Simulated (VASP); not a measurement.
# TaN (P-62m) in VASP: further runs

TaN is run at these levels: PBEsol; tasks: single point.

Everything below comes from runs of VASP 6.6.1. Logs are shortened: lines on timing, memory, paths and dates and some standing lists are left out, and cuts for length are marked.

## 1. The cell of the first run

Symmetry: P-62m, No. 189, hexagonal system. The conventional cell has a = 5.364 Å, b = 5.364 Å, c = 3.005 Å, α = 90.00°, β = 90.00°, γ = 120.00°. Ta (site symmetry -6) has 6 N at 2.23 Å within 3.0 Å. Ta (site symmetry -62m) has 3 N at 2.11 Å within 2.8 Å. Within 2.8 Å of N (site symmetry m2m) lie 5 Ta at 2.11 to 2.23 Å.

## 2. Single point, PBEsol

INCAR

```
PREC = Accurate ; ENCUT = 520
EDIFF = 1E-6 ; ISMEAR = -1
SIGMA = 0.05 ; LREAL = False
LASPH = True ; NELM = 80
ALGO = Normal ; ISIF = 2
LWAVE = False ; LCHARG = False
GGA = PS ; NBANDS = 33
```

KPOINTS

```
regular mesh
0
Gamma
  5 5 8
```

POSCAR

```
TaN
1.0
    5.3637274799      0.0000000000      0.0000000000
   -2.6818637400      4.6451242586      0.0000000000
    0.0000000000      0.0000000000      3.0049674161
Ta N
3 3
Direct
    0.3333333333      0.6666666667      0.5000000000
    0.6666666667      0.3333333333      0.5000000000
    0.0000000000      0.0000000000      0.0000000000
    0.3928500000      0.0000000000      0.0000000000
    0.6071500000      0.6071500000      0.0000000000
    0.0000000000      0.3928500000      0.0000000000
```

Potentials or basis: VASP PAW PBE potentials, release 64 (Ta_pv, N).

Command:

```console
cat potpaw_PBE.64/Ta_pv/POTCAR potpaw_PBE.64/N/POTCAR > POTCAR
mpirun -np 1 vasp_std > vasp.out
```

OUTCAR:

```text
PREC = Accurate
   ENCUT = 520
   EDIFF = 1E-6
   ISMEAR = -1
   LREAL = False
   LASPH = True
   NELM = 80
   ISIF = 2
   GGA = PS

 ion  position               nearest neighbor table
   1  0.333  0.667  0.500-   5 2.23   5 2.23   6 2.23   6 2.23   4 2.23   4 2.23   2 3.10   2 3.10
                             2 3.10   3 3.44   3 3.44   3 3.44   3 3.44   3 3.44   3 3.44
   2  0.667  0.333  0.500-   6 2.23   6 2.23   4 2.23   4 2.23   5 2.23   5 2.23   1 3.10   1 3.10
                             1 3.10   3 3.44   3 3.44   3 3.44   3 3.44   3 3.44   3 3.44
   3  0.000  0.000  0.000-   4 2.11   5 2.11   6 2.11   2 3.44   1 3.44   1 3.44   2 3.44   2 3.44
                             2 3.44   1 3.44   1 3.44   2 3.44   2 3.44   1 3.44   1 3.44
   4  0.393  0.000  0.000-   3 2.11   1 2.23   1 2.23   2 2.23   2 2.23
   5  0.607  0.607  0.000-   3 2.11   1 2.23   1 2.23   2 2.23   2 2.23
   6  0.000  0.393  0.000-   3 2.11   2 2.23   2 2.23   1 2.23   1 2.23

  LATTYP: Found a hexagonal cell.
 ALAT       =     5.3637274799
 C/A-ratio  =     0.5602386451

  Lattice vectors:

 A1 = (   5.3637274799,   0.0000000000,   0.0000000000)
 A2 = (  -2.6818637400,   4.6451242586,   0.0000000000)
 A3 = (   0.0000000000,   0.0000000000,   3.0049674161)

Analysis of symmetry for initial positions (statically):
=====================================================================
 Subroutine PRICEL returns:
 Original cell was already a primitive cell.

 Routine SETGRP: Setting up the symmetry group for a
 hexagonal supercell.

 Subroutine GETGRP returns: Found 12 space group operations
 (whereof 12 operations were pure point group operations)
 out of a pool of 24 trial point group operations.

The static configuration has the point symmetry D_3h.

Analysis of symmetry for dynamics (positions and initial velocities):
=====================================================================
 Subroutine PRICEL returns:
 Original cell was already a primitive cell.

 Routine SETGRP: Setting up the symmetry group for a
 hexagonal supercell.

 Subroutine GETGRP returns: Found 12 space group operations
 (whereof 12 operations were pure point group operations)
 out of a pool of 24 trial point group operations.

The dynamic configuration has the point symmetry D_3h.

 Subroutine INISYM returns: Found 12 space group operations
 (whereof 12 operations are pure point group operations),
 and found     1 'primitive' translations

----------------------------------------------------------------------------------------

[... 103 lines left out ...]
   IBRION =     -1    ionic relax: 0-MD 1-quasi-New 2-CG
   NFREE  =      0    steps in history (QN), initial steepest desc. (CG)
   ISIF   =      2    stress and relaxation
   ISYM   =      2    0-nonsym 1-usesym 2-fastsym
   POTIM  = 0.5000    time-step for ionic-motion
   TEBEG  =    0.0;   TEEND  =   0.0 temperature during run
   PSTRESS=    0.0 pullay stress
   NELECT =      48.0000    total number of electrons
   NUPDOWN=      -1.0000    fix difference up-down
   EMIN   =  10.00;   EMAX   =-10.00  energy-range for DOS
   EFERMI =   0.00;   METHOD = LEGACY
   ISMEAR =    -1;   SIGMA  =   0.05  broadening in eV -4-tet -1-fermi 0-gaus
   EFERMI_NEDOS =   21; number of points for ismear=-14 and -15
   IALGO  =     38    algorithm
   IMIX   =      4    mixing-type and parameters
     AMIX     =   0.40;   BMIX     =  1.00
     AMIX_MAG =   1.60;   BMIX_MAG =  1.00
  volume/ion in A,a.u.               =      12.48        84.21
  Fermi-wavevector in a.u.,A,eV,Ry     =   1.411629  2.667592 27.112290  1.992697
  Thomas-Fermi vector in A             =   2.533461
   LORBIT       =      0    0 simple, 1 ext, 2 COOP (PROOUT), +10 PAW based schemes
   GGA     = PS    functional components
   LHFCALC =     F    Hartree Fock is set to
   AEXX    =    0.0000 exact exchange contribution
   IVDW    =     0    specifies the selected vdW correction
   LEPSILON=     F    determine dielectric tensor
   LRPA    =     F    only Hartree local field effects (RPA)
 non-spin polarized calculation
  energy-cutoff  :      520.00
  volume of cell :       74.87
 maximum number of plane-waves:      2028
 NGX is ok and might be reduce to    40
   NGX = 19   NGY = 19   NGZ = 11

 number of electron      47.9999998 magnetization

 Free energy of the ion-electron system (eV)
  ---------------------------------------------------
  ext. energy  EPLUGINS =         0.00000000
  ---------------------------------------------------
  free energy    TOTEN  =       -70.74389437 eV

  energy without entropy =      -70.73535073  energy(sigma->0) =      -70.73962255

 E-fermi :   7.3100     XC(G=0): -12.6575

 val. band max:        7.0869012274   @ k =   0.2000   0.0000   0.1250
 cond. band min:       7.3532561224   @ k =   0.2000   0.0000   0.2500
 fundamental gap:      0.2663548950
 Fermi energy:         7.3100063258

 k-point     1 :       0.0000    0.0000    0.0000
  band No.  band energies     occupation
      1     -29.0384      2.00000
      2     -29.0384      2.00000
      3     -28.7719      2.00000
      4     -28.7719      2.00000
      5     -28.6575      2.00000
      6     -28.5853      2.00000
[... 853 lines left out ...]
     32      11.3720      0.00000
     33      11.7570      0.00000

 [... further k-points ...]

------------------------ aborting loop because EDIFF is reached ----------------------------------------

  FORCE on cell =-STRESS in cart. coord.  units (eV):
  Direction    XX          YY          ZZ          XY          YZ          ZX
  --------------------------------------------------------------------------------------
  -------------------------------------------------------------------------------------
  Total      -12.5968444    -12.5968444    -14.0193091      0.0000000     -0.0000000      0.0000000
  in kB     -269.5681269   -269.5681271   -300.0083800      0.0000000     -0.0000000      0.0000000
  external PRESSURE =    -279.7148780 kB  Pullay stress =       0.0000000 kB

 VOLUME and BASIS-vectors are now :
 -----------------------------------------------------------------------------
  energy-cutoff  :      520.00
  volume of cell :       74.87
      direct lattice vectors                 reciprocal lattice vectors
     5.363727480  0.000000000  0.000000000     0.186437511  0.107639747  0.000000000
    -2.681863740  4.645124259  0.000000000     0.000000000  0.215279494  0.000000000
     0.000000000  0.000000000  3.004967416     0.000000000  0.000000000  0.332782311

 POSITION                                       TOTAL-FORCE (eV/Angst)
 -----------------------------------------------------------------------------------
     -0.00000      3.09675      1.50248        -0.000000      0.000000      0.000000
      2.68186      1.54837      1.50248        -0.000000      0.000000      0.000000
      0.00000      0.00000      0.00000        -0.000000     -0.000000      0.000000
      2.10714      0.00000      0.00000        -0.374762      0.000000     -0.000000
      1.62829      2.82029      0.00000         0.187381      0.324553      0.000000
     -1.05357      1.82484      0.00000         0.187381     -0.324553      0.000000
 -----------------------------------------------------------------------------------
    total drift:                               -0.000000     -0.000001      0.000000

  FREE ENERGIE OF THE ION-ELECTRON SYSTEM (eV)
  ---------------------------------------------------
  free  energy   TOTEN  =       -70.7438943742 eV

  energy  without entropy=      -70.7353507301  energy(sigma->0) =      -70.73962255
```

Wall time 23 s (1 thread of Intel Xeon 6975P-C (Granite Rapids), shared host); peak memory 0.2 GiB.

Results:

```yaml
Free_energy: -70.7439 eV
Pressure: -28.0 GPa
Largest_force: 0.375 eV/Å
Band_gap_on_the_k_mesh: zero (band 24 reaches 8.84 eV, above the bottom of band 25 at 6.03 eV)
```

Forces in eV/Å, atoms in the order of the input:
```
Ta   0.000  0.000  0.000
Ta   0.000  0.000  0.000
Ta   0.000  0.000  0.000
N   -0.375  0.000  0.000
N    0.187  0.325  0.000
N    0.187 -0.325  0.000
```

Stress tensor (GPa, compression positive):
```
-26.96   0.00   0.00
  0.00 -26.96   0.00
  0.00   0.00 -30.00
```

Levels at points of the mesh, in eV from the Fermi level:
| k point | band 20 | band 21 | band 22 | band 23 | band 24 | band 25 | band 26 | band 27 | band 28 | band 29 |
| --- | --- | --- | --- | --- | --- | --- | --- | --- | --- | --- |
| (0.00, 0.00, 0.00) | -4.73 | -4.04 | -3.27 | -1.93 | -0.94 | -0.94 | 0.39 | 0.39 | 1.46 | 1.49 |
| (0.00, 0.00, 0.50) | -4.25 | -4.23 | -2.72 | -2.72 | 1.53 | 1.53 | 1.64 | 1.74 | 1.74 | 2.74 |

Caveat: the PAW data sets were made with another functional, which shifts forces and pressure a little; spin-orbit coupling is left out, which moves the levels of the heavy elements.

## 3. Single point, PBEsol

This run uses another cell than the first one, of 11.06 Å³/atom, 0.886 times its volume.

INCAR

```
SYSTEM = TaN
  ALGO = Normal
  EDIFF = 1E-6
  ENCUT = 600
  GGA = PS
  GGA_COMPAT = .False.
  ISIF = 2
  ISMEAR = -1
  LASPH = .True.
  LCHARG = .True.
  LELF = .True.
  LREAL = .False.
  LVHAR = .True.
  LWAVE = .False.
  NBANDS = 36
  NELM = 120
  PREC = Accurate
  SIGMA = 0.05
```

KPOINTS

```
k-points
0
Gamma
  5 5 8
  0 0 0
```

POSCAR: that of step 2 with these lines changed.

```diff
@@ -2,5 +2,5 @@
 1.0
-    5.3637274799      0.0000000000      0.0000000000
-   -2.6818637400      4.6451242586      0.0000000000
-    0.0000000000      0.0000000000      3.0049674161
+    5.1523340700      0.0000000000      0.0000000000
+   -2.5761670350      4.4620521953      0.0000000000
+    0.0000000000      0.0000000000      2.8865366585
 Ta N
```

Potentials or basis: VASP PAW PBE potentials, release 64 (Ta_sv_GW, N).

Command:

```console
cat potpaw_PBE.64/Ta_sv_GW/POTCAR potpaw_PBE.64/N/POTCAR > POTCAR
mpirun -np 1 vasp_std > vasp.out
```

It took 76 s on 1 thread of Intel Xeon Platinum 8375C at 2.90GHz (Ice Lake), shared host; peak memory 0.23 GiB.

It converged, with:

```
Free energy            : -79.0525 eV
Pressure               : 4.9 GPa
Largest force          : 0.099 eV/Å
Band gap on the k mesh : zero (band 27 reaches 14.53 eV, above the bottom of band 28 at 11.31 eV)
```

Forces in eV/Å, atoms in the order of the input:
```
Ta   0.000  0.000  0.000
Ta   0.000  0.000  0.000
Ta   0.000  0.000  0.000
N    0.099  0.000  0.000
N   -0.049 -0.086  0.000
N   -0.049  0.086  0.000
```

Stress tensor (GPa, compression positive):
```
5.40 0.00 0.00
0.00 5.40 0.00
0.00 0.00 3.88
```

Levels at points of the mesh, in eV from the Fermi level:
```csv
k point,band 24,band 25,band 26,band 27,band 28,band 29,band 30,band 31
"(0.00, 0.00, 0.00)",-4.53,-3.56,-2.15,-1.14,-1.14,0.38,0.38,1.70
"(0.00, 0.00, 0.50)",-4.58,-3.14,-3.14,1.79,1.79,1.87,2.08,2.08
```

Caveat: the PAW data sets were made with another functional, which shifts forces and pressure a little; spin-orbit coupling is left out, which moves the levels of the heavy elements.
